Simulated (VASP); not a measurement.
# Cu11Au (a cell with a defect) in VASP: single point with PBE

Aim: the single point of Cu11Au (a cell with a defect) with PBE.

Everything below comes from runs of VASP 6.6.1. Logs are shortened: lines on timing, memory, paths and dates and some standing lists are left out, and cuts for length are marked.

### 1 The cell of the first run

The cell holds a defect, 12 atoms: a = 7.669 Å, b = 5.112 Å, c = 5.112 Å, α = 60.00°, β = 60.00°, γ = 60.00°.

### 2 Single point, PBE

Input file INCAR:

```
PREC = Accurate
ENCUT = 520
EDIFF = 1E-6
ISMEAR = -1
SIGMA = 0.1
LREAL = False
LASPH = True
NELM = 120
ALGO = Normal
ISIF = 2
LWAVE = False
LCHARG = False
GGA = PE
NBANDS = 78
GGA_COMPAT = False
```

Input file KPOINTS:

```
Automatic mesh
0
Gamma
  2 3 3
```

Input file POSCAR:

```
Cu11Au
1.0
    0.0000000000      5.4225000000      5.4225000000
    3.6150000000      0.0000000000      3.6150000000
    3.6150000000      3.6150000000      0.0000000000
Au Cu
1 11
Direct
    0.0000000000      0.0000000000      0.0000000000
    0.0000000000      0.0000000000      0.5000000000
    0.0000000000      0.5000000000      0.0000000000
    0.0000000000      0.5000000000      0.5000000000
    0.3394593298     -0.0006169682     -0.0006169682
    0.3412974915     -0.0023165181      0.4913763010
    0.3412974915      0.4913763010     -0.0023165181
    0.3332276423      0.5003219695      0.5003219695
    0.6605406702      0.0006169682      0.0006169682
    0.6587025085      0.0023165181      0.5086236990
    0.6587025085      0.5086236990      0.0023165181
    0.6667723577      0.4996780305      0.4996780305
```

Potentials or basis: VASP PAW PBE potentials, release 64 (Au, Cu).

Started as:

```bash
> cat potpaw_PBE.64/Au/POTCAR potpaw_PBE.64/Cu/POTCAR > POTCAR
> mpirun -np 1 vasp_std > vasp.out
```

OUTCAR:

```text
PREC = Accurate
   ENCUT = 520
   EDIFF = 1E-6
   ISMEAR = -1
   LREAL = False
   LASPH = True
   NELM = 120
   ISIF = 2
   GGA = PE

 ion  position               nearest neighbor table
   1  0.000  0.000  0.000-   2 2.56   3 2.56   2 2.56   4 2.56   3 2.56   4 2.56   5 2.60   9 2.60
                             6 2.61  11 2.61  10 2.61   7 2.61
   2  0.000  0.000  0.500-   8 2.55  12 2.55   1 2.56   4 2.56   1 2.56   3 2.56   3 2.56   4 2.56
                             9 2.58   5 2.58   6 2.59  10 2.59
   3  0.000  0.500  0.000-   8 2.55  12 2.55   1 2.56   4 2.56   2 2.56   4 2.56   1 2.56   2 2.56
                             9 2.58   5 2.58   7 2.59  11 2.59
   4  0.000  0.500  0.500-   2 2.56   3 2.56   1 2.56   3 2.56   1 2.56   2 2.56   8 2.56  12 2.56
                             7 2.59  10 2.59  11 2.59   6 2.59
   5  0.339  0.999  0.999-   9 2.47  10 2.48  11 2.48   7 2.52   6 2.52   8 2.56   8 2.56   3 2.58
                             2 2.58   6 2.59   7 2.59   1 2.60
   6  0.341  0.998  0.491-   9 2.48  10 2.49   5 2.52  12 2.52   7 2.52   8 2.55   8 2.56   7 2.59
                             2 2.59   4 2.59   5 2.59   1 2.61
   7  0.341  0.491  0.998-   9 2.48  11 2.49   5 2.52  12 2.52   6 2.52   8 2.55   8 2.56   6 2.59
                             3 2.59   4 2.59   5 2.59   1 2.61
   8  0.333  0.500  0.500-  10 2.52  11 2.52   6 2.55   7 2.55  12 2.55   3 2.55   2 2.55   5 2.56
                             5 2.56   4 2.56   7 2.56   6 2.56
   9  0.661  0.001  0.001-   5 2.47   6 2.48   7 2.48  10 2.52  11 2.52  12 2.56  12 2.56   3 2.58
                             2 2.58  10 2.59  11 2.59   1 2.60
  10  0.659  0.002  0.509-   5 2.48   6 2.49   9 2.52   8 2.52  11 2.52  12 2.55  12 2.56  11 2.59
                             2 2.59   4 2.59   9 2.59   1 2.61
  11  0.659  0.509  0.002-   5 2.48   7 2.49   9 2.52   8 2.52  10 2.52  12 2.55  12 2.56  10 2.59
                             3 2.59   4 2.59   9 2.59   1 2.61
  12  0.667  0.500  0.500-   6 2.52   7 2.52  10 2.55  11 2.55   8 2.55   3 2.55   2 2.55   9 2.56
                             9 2.56   4 2.56  10 2.56  11 2.56

  LATTYP: Found a face centered orthorhombic cell.
 ALAT       =     5.1123820280
 B/A-ratio  =     1.7320508076
 C/A-ratio  =     2.4494897428

  Lattice vectors:

 A1 = (   0.0000000000,   5.4225000000,   5.4225000000)
 A2 = (  -3.6150000000,   1.8075000000,   5.4225000000)
 A3 = (   3.6150000000,   0.0000000000,   3.6150000000)

Analysis of symmetry for initial positions (statically):
=====================================================================
 Subroutine PRICEL returns:
 Original cell was already a primitive cell.

 Routine SETGRP: Setting up the symmetry group for a
 face centered orthorhombic supercell.

 Subroutine GETGRP returns: Found  4 space group operations
 (whereof  4 operations were pure point group operations)
 out of a pool of  8 trial point group operations.

[... 139 lines left out ...]
     AMIX     =   0.40;   BMIX     =  1.00
     AMIX_MAG =   1.60;   BMIX_MAG =  1.00
  volume/ion in A,a.u.               =      11.81        79.70
  Fermi-wavevector in a.u.,A,eV,Ry     =   1.598763  3.021224 34.777078  2.556043
  Thomas-Fermi vector in A             =   2.696162
   LORBIT       =      0    0 simple, 1 ext, 2 COOP (PROOUT), +10 PAW based schemes
   GGA     = PE    functional components
   LHFCALC =     F    Hartree Fock is set to
   AEXX    =    0.0000 exact exchange contribution
   IVDW    =     0    specifies the selected vdW correction
   LEPSILON=     F    determine dielectric tensor
   LRPA    =     F    only Hartree local field effects (RPA)
 non-spin polarized calculation
  energy-cutoff  :      520.00
  volume of cell :      141.72
 maximum number of plane-waves:      3876
 NGX is ok and might be reduce to    60
   NGX = 29   NGY = 19   NGZ = 19

 number of electron     132.0000022 magnetization

 Free energy of the ion-electron system (eV)
  ---------------------------------------------------
  ext. energy  EPLUGINS =         0.00000000
  ---------------------------------------------------
  free energy    TOTEN  =       -43.34251653 eV

  energy without entropy =      -43.14099655  energy(sigma->0) =      -43.24175654

 E-fermi :   8.3636     XC(G=0): -12.9340

 val. band max:        8.3319165111   @ k =   0.0000   0.3333   0.0000
 cond. band min:       8.3668450620   @ k =   0.0000  -0.3333   0.3333
 fundamental gap:      0.0349285509
 Fermi energy:         8.3635703269

 k-point     1 :       0.0000    0.0000    0.0000
  band No.  band energies     occupation
      1      -1.4666      2.00000
      2       1.3411      2.00000
      3       1.8198      2.00000
      4       1.8364      2.00000
      5       2.2321      2.00000
      6       2.2497      2.00000
[... 637 lines left out ...]
     77      18.5306      0.00000
     78      18.6537      0.00000

------------------------ aborting loop because EDIFF is reached ----------------------------------------

  FORCE on cell =-STRESS in cart. coord.  units (eV):
  Direction    XX          YY          ZZ          XY          YZ          ZX
  --------------------------------------------------------------------------------------
  -------------------------------------------------------------------------------------
  Total        9.7922167      9.8540246      9.8540246     -0.0318146     -0.1031059     -0.0318147
  in kB      110.6994443    111.3981724    111.3981724     -0.3596592     -1.1655960     -0.3596598
  external PRESSURE =     111.1652630 kB  Pullay stress =       0.0000000 kB

 VOLUME and BASIS-vectors are now :
 -----------------------------------------------------------------------------
  energy-cutoff  :      520.00
  volume of cell :      141.72
      direct lattice vectors                 reciprocal lattice vectors
     0.000000000  5.422500000  5.422500000    -0.092208391  0.092208391  0.092208391
     3.615000000  0.000000000  3.615000000     0.138312586 -0.138312586  0.138312586
     3.615000000  3.615000000  0.000000000     0.138312586  0.138312586 -0.138312586

 POSITION                                       TOTAL-FORCE (eV/Angst)
 -----------------------------------------------------------------------------------
      0.00000      0.00000      0.00000         0.000000     -0.000000      0.000000
      1.80750      1.80750      0.00000         0.000000     -0.000000      0.000000
      1.80750      0.00000      1.80750         0.000000     -0.000000     -0.000000
      3.61500      1.80750      1.80750         0.000000     -0.000000      0.000000
      7.22554      5.45349      5.45349         0.022420     -0.022627     -0.022627
      5.38295      3.62701      5.45731         0.002073      0.004775     -0.010845
      5.38295      5.45731      3.62701         0.002073     -0.010845      0.004775
      3.61733      3.61559      3.61559         0.010828     -0.009793     -0.009793
      0.00446      3.58401      3.58401        -0.022420      0.022627      0.022627
      1.84705      5.41049      3.58019        -0.002073     -0.004775      0.010845
      1.84705      3.58019      5.41049        -0.002073      0.010845     -0.004775
      3.61267      5.42191      5.42191        -0.010828      0.009793      0.009793
 -----------------------------------------------------------------------------------
    total drift:                               -0.000000     -0.000000      0.000000

  FREE ENERGIE OF THE ION-ELECTRON SYSTEM (eV)
  ---------------------------------------------------
  free  energy   TOTEN  =       -43.3425165321 eV

  energy  without entropy=      -43.1409965486  energy(sigma->0) =      -43.24175654
```

Wall time 4 min (1 thread of Intel Xeon Platinum 8375C at 2.90GHz (Ice Lake), shared host); peak memory 0.31 GiB.

Results:

```
Free energy            : -43.3425 eV
Pressure               : 11.1 GPa
Largest force          : 0.039 eV/Å
Band gap on the k mesh : zero (bands 66 and 67 overlap by 0.46 eV)
```

Forces on the atoms (eV/Å):
```
Au   0.000  0.000  0.000
Cu   0.000  0.000  0.000
Cu   0.000  0.000  0.000
Cu   0.000  0.000  0.000
Cu   0.022 -0.023 -0.023
Cu   0.002  0.005 -0.011
Cu   0.002 -0.011  0.005
Cu   0.011 -0.010 -0.010
Cu  -0.022  0.023  0.023
Cu  -0.002 -0.005  0.011
Cu  -0.002  0.011 -0.005
Cu  -0.011  0.010  0.010
```

Stress tensor (GPa, compression positive):
```
11.07 -0.04 -0.04
-0.04 11.14 -0.12
-0.04 -0.12 11.14
```

Levels at points of the mesh, in eV from the Fermi level:
```csv
k point,band 62,band 63,band 64,band 65,band 66,band 67,band 68,band 69,band 70,band 71
"(0.00, 0.00, 0.00)",-1.53,-1.52,-1.17,-1.16,0.38,0.56,1.04,1.09,1.33,1.36
"(0.50, 0.00, 0.00)",-1.50,-1.17,-1.16,0.35,0.40,0.51,0.59,1.06,1.33,1.36
```

Caveat: the k points lie up to 0.50 Å⁻¹ apart; spin-orbit coupling is left out, which moves the levels of the heavy elements.

The gap in the log of VASP goes by the Fermi energy; the results here count the filled bands.